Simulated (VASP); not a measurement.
Write the native input for VASP 6.6.1 that does the following.

```
Task                   : single point
Functional             : r2SCAN
Potentials or basis    : VASP PAW PBE potentials, release 64 (Al, As)
Cutoff                 : 550 eV
k mesh                 : 8 × 8 × 8
Occupations            : gaussian, width 0.05 eV
Spin                   : no spin polarisation
Dipole correction      : no
Further INCAR settings : ALGO = Normal; EDIFF = 1e-06; NBANDS = 11
```

Crystal: AlAs.

```
Al As
1.0
     0.00000    2.80060    2.80060
     2.80060    0.00000    2.80060
     2.80060    2.80060    0.00000
Al As
1 1
Direct
  0.00000 0.00000 0.00000
  0.75000 0.75000 0.75000
```

One way to write it, as run:

POSCAR

```
AlAs
1.0
    0.0000000000      2.8005968171      2.8005968171
    2.8005968171      0.0000000000      2.8005968171
    2.8005968171      2.8005968171      0.0000000000
Al As
1 1
Direct
    0.0000000000      0.0000000000      0.0000000000
    0.7500000000      0.7500000000      0.7500000000
```

INCAR.step1

```
  PREC = Accurate
  ENCUT = 550
  ISMEAR = 0
  SIGMA = 0.05
  LREAL = F
  LASPH = T
  NELM = 120
  NBANDS = 11
  GGA = PE
  ALGO = Normal
  EDIFF = 1E-5
  LWAVE = T
  LCHARG = F
  GGA_COMPAT = F
```

INCAR.step2

```
  PREC = Accurate
  ENCUT = 550
  EDIFF = 1E-6
  ISMEAR = 0
  SIGMA = 0.05
  LREAL = F
  LASPH = T
  NELM = 120
  ALGO = Normal
  ISIF = 2
  LWAVE = F
  LCHARG = F
  METAGGA = R2SCAN
  LMIXTAU = T
  NBANDS = 11
  ISTART = 1
  GGA_COMPAT = F
```

KPOINTS

```
regular mesh
0
Gamma
  8 8 8
```

Potentials or basis: VASP PAW PBE potentials, release 64 (Al, As).

The run is started by

```sh
$ cat potpaw_PBE.64/Al/POTCAR potpaw_PBE.64/As/POTCAR > POTCAR
$ cp INCAR.step1 INCAR
$ mpirun -np 1 vasp_std > vasp.out
$ cp INCAR.step2 INCAR
$ mpirun -np 1 vasp_std > vasp.out
```

Results of the run:

* Pressure: 3.4 GPa
* Band gap on the k mesh: 1.74 eV (least direct gap 2.98 eV)

Caveat: the cell stands under pressure; the PAW data sets were made with another functional, which shifts forces and pressure a little.

Wall time 61 s on 1 thread of Intel(R) Xeon(R) 6975P-C (Granite Rapids), on a shared host, peak memory 0.17 GiB.
